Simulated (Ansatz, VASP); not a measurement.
**ScAl3N4: VASP beside Ansatz**

```
Sc Al N
1.0
    -3.09952    0.00000    0.00000
     0.00000    5.41324   -0.00227
     1.54976   -2.70467   -5.14150
Sc Al N
1 3 4
Direct
  0.99856 0.32804 0.99713
  0.49987 0.83613 0.99974
  0.75252 0.41851 0.50504
  0.24334 0.91155 0.48668
  0.79916 0.12978 0.59831
  0.31122 0.64912 0.62244
  0.57162 0.22062 0.14324
  0.05971 0.74225 0.11942
```

Change from the starting cell: strained cell.

Alike in both runs: functional PBEsol; k mesh 8 × 6 × 8; occupations gaussian, width 0.02 eV; no spin polarisation.

Ansatz relaxed the structure, and its values are those at the end. VASP's run is a single point on that final structure, the one shown.

|  | VASP | Ansatz |
| --- | --- | --- |
| version | VASP 6.6.1 | Ansatz 0.2.0 |
| potentials or method | VASP PAW PBE potentials, release 64 (Sc_sv, Al, N), cutoff 600 eV | scalar-relativistic, plane waves, PAW |
| valence electrons in the cell | 40 | 40 |

```csv
,VASP,Ansatz,Ansatz less VASP
gap on the k mesh at the Fermi level (eV),4.07,4.06,-0.007
least direct gap on the mesh (eV),4.11,4.11,+0.003
pressure (GPa),10.8,10.6,-0.22
rms of the force components (eV/Å),0.021,0.000,-0.0212
```

VASP's potentials were made for PBE, not for PBEsol, and Ansatz warns of the same on its side. With one functional, cell and mesh, what is left measures potentials, basis and numerics. Ansatz's warnings: stress scf threshold loose.
